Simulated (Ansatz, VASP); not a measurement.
# Si2Ge3: VASP beside Ansatz

```
Si Ge
1.0
     3.78485    0.00000    0.00000
    -1.89243    3.27778    0.00000
     0.00000    0.00000    7.66664
Si Ge
2 3
Cartesian
  0.0000 2.1852 1.5679
  1.8924 1.0926 6.0987
  0.0000 2.1852 4.7867
  1.8924 1.0926 2.8799
  0.0000 0.0000 0.0000
```

Change from the starting cell: species swapped into the Si2Rh3 type (P-3m1, No. 164).

Alike in both runs: functional PBE; k mesh 12 × 12 × 6; occupations gaussian, width 0.1 eV; no spin polarisation.

Ansatz relaxed the structure, and its values are those at the end. VASP's run is a single point on that final structure, the one shown.

```csv
,VASP,Ansatz
version,VASP 6.6.1,Ansatz 0.2.0
potentials or method,"VASP PAW PBE potentials, release 64 (Si, Ge_d), cutoff 520 eV","scalar-relativistic, plane waves, PAW"
valence electrons in the cell,50,50
```

Ansatz gave:

- gap on the k mesh at the Fermi level (eV): none
- pressure (GPa): 0.0

Estimate VASP's values.

gap on the k mesh at the Fermi level (eV): none; pressure (GPa): -0.1.

A gap of «none» marks a metal or a gap that the smearing closes. With one functional, cell and mesh, what is left measures potentials, basis and numerics.
